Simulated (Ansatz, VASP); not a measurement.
**Two plane-wave programs on TiAl**

```
Ti Al
1.0
     3.27611    0.00000    0.00000
     0.00000    3.27611    0.00000
     0.00000    0.00000    2.85087
Ti Al
1 1
Direct
  0.00000 0.00000 0.00000
  0.50000 0.50000 0.50000
```

Alike in both runs: task single point; functional PBEsol; k mesh 16 × 16 × 16; occupations gaussian, width 0.15 eV; no spin polarisation.

```csv
,VASP,Ansatz
version,VASP 6.6.1,Ansatz 0.2.0
potentials or method,"VASP PAW PBE potentials, release 64 (Ti_sv, Al), cutoff 520 eV","scalar-relativistic, plane waves, PAW"
valence electrons in the cell,15,15
```

Ansatz gave:

- gap on the k mesh at the Fermi level (eV): none
- pressure (GPa): 4.1
- traceless stress, the component that is largest in VASP (GPa): 0.11

Question: Estimate VASP's values.

Answer: gap on the k mesh at the Fermi level (eV): none; pressure (GPa): 4.2; traceless stress, the component that is largest in VASP (GPa): 0.11.

VASP's potentials were made for PBE, not for PBEsol, and Ansatz warns of the same on its side. A gap of «none» marks a metal or a gap that the smearing closes. With one functional, cell and mesh, what is left measures potentials, basis and numerics.
